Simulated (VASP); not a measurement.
A run of VASP 6.6.1 is set up as follows.

The input INCAR:

```
SYSTEM = SbW
PREC     = Accurate       ! precision mode
ENCUT    = 520            ! plane-wave cutoff, eV
EDIFF    = 1E-6           ! SCF threshold, eV
ISMEAR   = -1             ! smearing method
SIGMA    = 0.08           ! smearing width, eV
LREAL    = .FALSE.        ! projectors in reciprocal space
LASPH    = .TRUE.         ! aspherical terms in the spheres
NELM     = 100            ! most SCF steps
ALGO     = Normal         ! electronic algorithm
ISIF     = 2              ! what is computed and relaxed
LWAVE    = .FALSE.        ! write WAVECAR
LCHARG   = .FALSE.        ! write CHGCAR
GGA      = PE             ! functional
NBANDS   = 16             ! bands
```

Contents of KPOINTS:

```
regular mesh
0
G
  12 12 12
  0 0 0
```

The input POSCAR:

```
SbW
1.0
    2.9278926116      0.0000000000      0.0000000000
    0.0000000000      2.9278926116      0.0000000000
    0.0000000000      0.0000000000      2.9278926116
W Sb
1 1
Direct
    0.0000000000      0.0000000000      0.0000000000
    0.5000000000      0.5000000000      0.5000000000
```

Potentials or basis: VASP PAW PBE potentials, release 64 (W_sv, Sb).

Launch:

```console
$ cat potpaw_PBE.64/W_sv/POTCAR potpaw_PBE.64/Sb/POTCAR > POTCAR
$ mpirun -np 1 vasp_std > vasp.out
```

Task: What does it give for the pressure?

Result: 166.6 GPa.
